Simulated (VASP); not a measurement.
# Cd (P6_3/mmc) in VASP: notebook, part 2 of 2

VASP 6.6.1. Earlier steps stand in the parts before.

## (3) Single point, PBEsol (19.55 Å³/atom)

This run uses another cell than the first one, of 19.55 Å³/atom.

INCAR reads:

```
SYSTEM = Cd
PREC     = Accurate       ! precision mode
ENCUT    = 630            ! plane-wave cutoff, eV
EDIFF    = 1E-6           ! SCF threshold, eV
ISMEAR   = -1             ! smearing method
SIGMA    = 0.1            ! smearing width, eV
LREAL    = .False.        ! projectors in reciprocal space
LASPH    = .True.         ! aspherical terms in the spheres
NELM     = 120            ! most SCF steps
ALGO     = Normal         ! electronic algorithm
ISIF     = 2              ! what is computed and relaxed
LWAVE    = .False.        ! write WAVECAR
LCHARG   = .False.        ! write CHGCAR
GGA      = PS             ! functional
NBANDS   = 27             ! bands
GGA_COMPAT= .False.
```

KPOINTS reads:

```
regular mesh
0
Gamma
  20 20 9
  0 0 0
```

POSCAR reads:

```
Cd
1.0
    2.8471244438      0.0000000000      0.0000000000
   -1.4235622219      2.4656820961      0.0000000000
    0.0000000000      0.0000000000      5.5698252307
Cd
2
Direct
    0.3333333333      0.6666666667      0.2500000000
    0.6666666667      0.3333333333      0.7500000000
```

Potentials or basis: VASP PAW PBE potentials, release 64 (Cd_sv_GW).

Started as:

```bash
cat potpaw_PBE.64/Cd_sv_GW/POTCAR > POTCAR
mpirun -np 1 vasp_std > vasp.out
```

OUTCAR:

```text
SYSTEM = Cd
   PREC = Accurate
   ENCUT = 630
   EDIFF = 1E-6
   ISMEAR = -1
   LREAL = .False.
   LASPH = .True.
   NELM = 120
   ISIF = 2
   GGA = PS

 ion  position               nearest neighbor table
   1  0.333  0.667  0.250-
   2  0.667  0.333  0.750-

  LATTYP: Found a hexagonal cell.
 ALAT       =     2.8471244438
 C/A-ratio  =     1.9562984831

  Lattice vectors:

 A1 = (   2.8471244438,   0.0000000000,   0.0000000000)
 A2 = (  -1.4235622219,   2.4656820961,   0.0000000000)
 A3 = (   0.0000000000,   0.0000000000,   5.5698252307)

Analysis of symmetry for initial positions (statically):
=====================================================================
 Subroutine PRICEL returns:
 Original cell was already a primitive cell.

 Routine SETGRP: Setting up the symmetry group for a
 hexagonal supercell.

 Subroutine GETGRP returns: Found 24 space group operations
 (whereof 12 operations were pure point group operations)
 out of a pool of 24 trial point group operations.

The static configuration has the point symmetry D_3d.
 The point group associated with its full space group is D_6h.

Analysis of symmetry for dynamics (positions and initial velocities):
=====================================================================
 Subroutine PRICEL returns:
 Original cell was already a primitive cell.

 Routine SETGRP: Setting up the symmetry group for a
 hexagonal supercell.

 Subroutine GETGRP returns: Found 24 space group operations
 (whereof 12 operations were pure point group operations)
 out of a pool of 24 trial point group operations.

The dynamic configuration has the point symmetry D_3d.
 The point group associated with its full space group is D_6h.

 Subroutine INISYM returns: Found 24 space group operations
 (whereof 12 operations are pure point group operations),
 and found     1 'primitive' translations

----------------------------------------------------------------------------------------

                                     Primitive cell

  volume of cell :      39.1008

  direct lattice vectors                    reciprocal lattice vectors
     2.847124444  0.000000000  0.000000000     0.351231574  0.202783644  0.000000000
    -1.423562222  2.465682096  0.000000000     0.000000000  0.405567288  0.000000000
     0.000000000  0.000000000  5.569825231     0.000000000  0.000000000  0.179538847

  length of vectors
     2.847124444  2.847124444  5.569825231     0.405567288  0.405567288  0.179538847

  position of ions in fractional coordinates (direct lattice)
     0.333333333  0.666666667  0.250000000
     0.666666667  0.333333333  0.750000000

  ion indices of the primitive-cell ions
   primitive index   ion index
                 1           1
                 2           2

----------------------------------------------------------------------------------------

 KPOINTS: regular mesh

Automatic generation of k-mesh.
 Grid dimensions read from file:
 generate k-points for:   20   20    9

 Generating k-lattice:

  Cartesian coordinates                     Fractional coordinates (reciprocal lattice)
     0.017561579  0.010139182  0.000000000     0.050000000  0.000000000  0.000000000
     0.000000000  0.020278364  0.000000000     0.000000000  0.050000000  0.000000000
     0.000000000  0.000000000  0.019948761     0.000000000  0.000000000  0.111111111

  Length of vectors
     0.020278364  0.020278364  0.019948761

  Shift w.r.t. Gamma in fractional coordinates (k-lattice)
     0.000000000  0.000000000  0.000000000

 Subroutine IBZKPT returns following result:
 ===========================================

 Found    220 irreducible k-points:

 Following reciprocal coordinates:
            Coordinates               Weight
  0.000000  0.000000  0.000000      1.000000
  0.050000  0.000000  0.000000      6.000000
  0.100000  0.000000  0.000000      6.000000
  0.150000 -0.000000  0.000000      6.000000
  0.200000  0.000000  0.000000      6.000000
  0.250000 -0.000000  0.000000      6.000000
[... 16 lines left out ...]
  0.200000  0.100000  0.000000     12.000000
  0.250000  0.100000  0.000000     12.000000
 [... further k-points ...]
   k-points           NKPTS =    220   k-points in BZ     NKDIM =    220   number of bands    NBANDS=     27
   number of dos      NEDOS =    301   number of ions     NIONS =      2
   total plane-waves  NPLWV =  27648
   dimension x,y,z NGX =    24 NGY =   24 NGZ =   48
   dimension x,y,z NGXF=    48 NGYF=   48 NGZF=   96
   ions per type =               2
   NGX,Y,Z   is equivalent  to a cutoff of  14.01, 14.01, 14.33 a.u.
   NGXF,Y,Z  is equivalent  to a cutoff of  28.03, 28.03, 28.65 a.u.
 SYSTEM =  Cd
   PREC   = accura    normal or accurate (medium, high low for compatibility)
   ISTART =      0    job   : 0-new  1-cont  2-samecut
   ICHARG =      2    charge: 1-file 2-atom 10-const
   ISPIN  =      1    spin polarized calculation?
   LNONCOLLINEAR =      F non collinear calculations
   LSORBIT =      F    spin-orbit coupling
   LASPH  =      T    aspherical Exc in radial PAW
   ENCUT  =  630.0 eV  46.30 Ry    6.80 a.u.   5.83  5.83 11.40*2*pi/ulx,y,z
   NELM   =    120;   NELMIN=  2; NELMDL= -5     # of ELM steps
   EDIFF  = 0.1E-05   stopping-criterion for ELM
   LREAL  =      F    real-space projection
   EDIFFG = 0.1E-04   stopping-criterion for IOM
   NSW    =      0    number of steps for IOM
   IBRION =     -1    ionic relax: 0-MD 1-quasi-New 2-CG
   NFREE  =      0    steps in history (QN), initial steepest desc. (CG)
   ISIF   =      2    stress and relaxation
   ISYM   =      2    0-nonsym 1-usesym 2-fastsym
   POTIM  = 0.5000    time-step for ionic-motion
   TEBEG  =    0.0;   TEEND  =   0.0 temperature during run
   PSTRESS=    0.0 pullay stress
   NELECT =      40.0000    total number of electrons
   NUPDOWN=      -1.0000    fix difference up-down
   EMIN   =  10.00;   EMAX   =-10.00  energy-range for DOS
   EFERMI =   0.00;   METHOD = LEGACY
   ISMEAR =    -1;   SIGMA  =   0.10  broadening in eV -4-tet -1-fermi 0-gaus
   EFERMI_NEDOS =   21; number of points for ismear=-14 and -15
   IALGO  =     38    algorithm
   IMIX   =      4    mixing-type and parameters
     AMIX     =   0.40;   BMIX     =  1.00
     AMIX_MAG =   1.60;   BMIX_MAG =  1.00
  volume/ion in A,a.u.               =      19.55       131.93
  Fermi-wavevector in a.u.,A,eV,Ry     =   1.649554  3.117205 37.021826  2.721027
  Thomas-Fermi vector in A             =   2.738654
   LORBIT       =      0    0 simple, 1 ext, 2 COOP (PROOUT), +10 PAW based schemes
   GGA     = PS    functional components
   LHFCALC =     F    Hartree Fock is set to
   AEXX    =    0.0000 exact exchange contribution
   IVDW    =     0    specifies the selected vdW correction
   LEPSILON=     F    determine dielectric tensor
   LRPA    =     F    only Hartree local field effects (RPA)
 non-spin polarized calculation
  energy-cutoff  :      630.00
  volume of cell :       39.10
 maximum number of plane-waves:      1420
 NGX is ok and might be reduce to    24
   NGX = 11   NGY = 11   NGZ = 23

 number of electron      40.0000025 magnetization

 Free energy of the ion-electron system (eV)
  ---------------------------------------------------
  ext. energy  EPLUGINS =         0.00000000
  ---------------------------------------------------
  free energy    TOTEN  =        -2.45211670 eV

  energy without entropy =       -2.43803473  energy(sigma->0) =       -2.44507571

 E-fermi :   7.4823     XC(G=0): -12.0413

 val. band max:        7.4628122245   @ k =   0.3500   0.3000   0.0000
 cond. band min:       7.5163014805   @ k =   0.3500   0.3000   0.1111
 fundamental gap:      0.0534892560
 Fermi energy:         7.4823229557

 k-point     1 :       0.0000    0.0000    0.0000
  band No.  band energies     occupation
      1     -95.7408      2.00000
      2     -95.7393      2.00000
      3     -56.8165      2.00000
      4     -56.7907      2.00000
      5     -56.7655      2.00000
      6     -56.7655      2.00000
[... 19 lines left out ...]
     26      23.8254      0.00000
     27      23.8256      0.00000

 k-point     2 :       0.0500    0.0000    0.0000
  band No.  band energies     occupation
      1     -95.7406      2.00000
      2     -95.7391      2.00000
      3     -56.8162      2.00000
      4     -56.7907      2.00000
      5     -56.7678      2.00000
      6     -56.7661      2.00000
[... 652 lines left out ...]
 k-point    24 :       0.2500    0.1000    0.0000
  band No.  band energies     occupation
      1     -95.7347      2.00000
      2     -95.7337      2.00000
      3     -56.8270      2.00000
      4     -56.8251      2.00000
      5     -56.8044      2.00000
      6     -56.7886      2.00000
[... 19 lines left out ...]
     26      20.7747      0.00000
     27      20.8772      0.00000

 [... further k-points ...]
[... 5 lines left out ...]
  --------------------------------------------------------------------------------------
  -------------------------------------------------------------------------------------
  Total        1.8993384      1.8993384      0.8446899      0.0000000      0.0000000      0.0000000
  in kB       77.8265608     77.8265608     34.6116887      0.0000000      0.0000000      0.0000000
  external PRESSURE =      63.4216034 kB  Pullay stress =       0.0000000 kB

 VOLUME and BASIS-vectors are now :
 -----------------------------------------------------------------------------
  energy-cutoff  :      630.00
  volume of cell :       39.10
      direct lattice vectors                 reciprocal lattice vectors
     2.847124444  0.000000000  0.000000000     0.351231574  0.202783644  0.000000000
    -1.423562222  2.465682096  0.000000000     0.000000000  0.405567288  0.000000000
     0.000000000  0.000000000  5.569825231     0.000000000  0.000000000  0.179538847

 POSITION                                       TOTAL-FORCE (eV/Angst)
 -----------------------------------------------------------------------------------
     -0.00000      1.64379      1.39246        -0.000000      0.000000      0.000000
      1.42356      0.82189      4.17737         0.000000     -0.000000     -0.000000
 -----------------------------------------------------------------------------------
    total drift:                               -0.000000      0.000000      0.000000

  FREE ENERGIE OF THE ION-ELECTRON SYSTEM (eV)
  ---------------------------------------------------
  free  energy   TOTEN  =        -2.4521166978 eV

  energy  without entropy=       -2.4380347279  energy(sigma->0) =       -2.44507571
```

Wall time 97 s (1 thread of Intel Xeon Platinum 8559C (Emerald Rapids), shared host); peak memory 0.4 GiB.

What came out:

| Property | Result |
| --- | --- |
| Free energy | -2.4521 eV |
| Pressure | 6.3 GPa |
| Band gap on the k mesh | zero (bands 20 and 21 overlap by 4.83 eV) |

Caveat: the cell stands under pressure; the PAW data sets were made with another functional, which shifts forces and pressure a little.

The gap in the log of VASP goes by the Fermi energy; the results here count the filled bands.